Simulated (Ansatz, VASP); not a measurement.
**One calculation of Al2GaP3, two programs**

File INCAR:

```
ALGO     = Normal         # electronic algorithm
EDIFF    = 1E-6           # SCF threshold, eV
ENCUT    = 520            # plane-wave cutoff, eV
GGA      = PE             # functional
ISIF     = 2              # what is computed and relaxed
ISMEAR   = 0              # smearing method
LASPH    = T              # aspherical terms in the spheres
LCHARG   = T              # write CHGCAR
LELF     = T              # ELF
LREAL    = F              # projectors in reciprocal space
LVHAR    = T            
LWAVE    = F              # write WAVECAR
NBANDS   = 46             # bands
NELM     = 100            # most SCF steps
PREC     = Accurate       # precision mode
SIGMA    = 0.1            # smearing width, eV
```

KPOINTS

```
k-points
0
Gamma
  2 3 3
```

The input POSCAR:

```
Al2GaP3
1.0
    0.0000000000      0.0000000000      6.3887221000
    6.7305890252      0.0000000000      0.0000000000
   -3.3652945126      5.8288610782      0.0000000000
Al Ga P
4 2 6
Direct
    0.0003880000      0.0000000000      0.0000000000
    0.4996800000      0.6667410000      0.6667410000
    0.4996800000      0.3332590000      0.0000000000
    0.4996800000      0.0000000000      0.3332590000
    0.0009550000      0.3333333333      0.6666666667
    0.0009550000      0.6666666667      0.3333333333
    0.3758420000      0.3333333333      0.6666666667
    0.3744660000      0.0000000000      0.0000000000
    0.3758420000      0.6666666667      0.3333333333
    0.8741710000      0.6670770000      0.6670770000
    0.8741710000      0.3329230000      0.0000000000
    0.8741710000      1.0000000000      0.3329230000
```

Input for Ansatz:

```yaml
crystal:
  lattice:
    - [0.0, 0.0, 6.3887221]
    - [6.7305890252, 0.0, 0.0]
    - [-3.3652945126, 5.8288610782, 0.0]
  atoms:
    - { symbol: Al, position: [0.000388, 0.0, 0.0] }
    - { symbol: Al, position: [0.49968, 0.666741, 0.666741] }
    - { symbol: Al, position: [0.49968, 0.333259, 0.0] }
    - { symbol: Al, position: [0.49968, 0.0, 0.333259] }
    - { symbol: Ga, position: [0.000955, 0.3333333333, 0.6666666667] }
    - { symbol: Ga, position: [0.000955, 0.6666666667, 0.3333333333] }
    - { symbol: P, position: [0.375842, 0.3333333333, 0.6666666667] }
    - { symbol: P, position: [0.374466, 0.0, 0.0] }
    - { symbol: P, position: [0.375842, 0.6666666667, 0.3333333333] }
    - { symbol: P, position: [0.874171, 0.667077, 0.667077] }
    - { symbol: P, position: [0.874171, 0.332923, 0.0] }
    - { symbol: P, position: [0.874171, 1.0, 0.332923] }
basis:
  ecutwfc: 420
kpoints:
  mp_grid: { grid: [2, 3, 3] }
hamiltonian:
  xc: pbe
scf:
  occupations: { method: gaussian, width: 0.1 }
  lower_state_search: "off"
output:
  forces: true
  stress: true
  eigenvalues: true
```

Alike in both runs: task single point; functional PBE; k mesh 2 × 3 × 3; occupations gaussian, width 0.1 eV; no spin polarisation.

|  | VASP | Ansatz |
| --- | --- | --- |
| version | VASP 6.6.1 | Ansatz 0.2.0 |
| potentials or method | VASP PAW PBE potentials, release 64 (Al, Ga_d, P), cutoff 520 eV | scalar-relativistic, plane waves, PAW |
| valence electrons in the cell | 68 | 68 |

```csv
,VASP,Ansatz,Ansatz less VASP
gap on the k mesh at the Fermi level (eV),1.84,1.84,+0.003
least direct gap on the mesh (eV),1.84,1.84,+0.003
pressure (GPa),-0.1,0.0,+0.06
"traceless stress, the component that is largest in VASP (GPa)",0.07,0.07,-0.002
rms of the force components (eV/Å),0.006,0.007,+0.0006
```

Atom by atom the forces differ by 0.002 eV/Å (rms over components).

The k mesh is coarse, so the values compare programs but aren't converged.
